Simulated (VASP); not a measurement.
Here is a VASP 6.6.1 calculation.

Contents of INCAR:

```
ALGO = Normal ; EDIFF = 1E-6
ENCUT = 520 ; GGA = PE
ISIF = 2 ; ISMEAR = 0
LASPH = True ; LCHARG = False
LREAL = False ; LWAVE = False
NBANDS = 38 ; NELM = 100
PREC = Accurate ; SIGMA = 0.2
```

The input KPOINTS:

```
k-points
0
Gamma
  6 4 4
```

POSCAR

```
Si5S
1.0
    0.0000000000      0.0000000000      4.5737114005
    4.7640466699      0.0000000000      0.0000000000
    0.0000000000      8.2515708819      0.0000000000
Si S
10 2
Direct
    0.0000000000      0.1447793738      0.5000000000
    0.0000000000      0.6447793738      1.0000000000
    0.0000000000      0.6776103131      0.3223896869
    0.0000000000      0.1776103131      0.8223896869
    0.0000000000      0.1776103131      0.1776103131
    0.0000000000      0.6776103131      0.6776103131
    0.5000000000      1.0000000000      0.3333333333
    0.5000000000      0.5000000000      0.8333333333
    0.5000000000      0.5000000000      0.1666666667
    0.5000000000      0.0000000000      0.6666666667
    0.5000000000      1.0000000000      0.0000000000
    0.5000000000      0.5000000000      0.5000000000
```

Potentials or basis: VASP PAW PBE potentials, release 64 (Si, S).

Command:

```sh
$ cat potpaw_PBE.64/Si/POTCAR potpaw_PBE.64/S/POTCAR > POTCAR
$ mpirun -np 1 vasp_std > vasp.out
```

**Question.** Estimate the largest force.

**Answer.** 0.099 eV/Å.

**Question.** What does it give for the pressure?

**Answer.** 0.0 GPa.

Forces on the atoms (eV/Å):
```
Si  -0.017  0.000  0.000
Si  -0.017  0.000  0.000
Si   0.038 -0.091  0.000
Si   0.038 -0.091  0.000
Si   0.038  0.091  0.000
Si   0.038  0.091  0.000
Si  -0.001  0.063  0.000
Si  -0.001  0.063  0.000
Si  -0.001 -0.063  0.000
Si  -0.001 -0.063  0.000
S   -0.058  0.000  0.000
S   -0.058  0.000  0.000
```
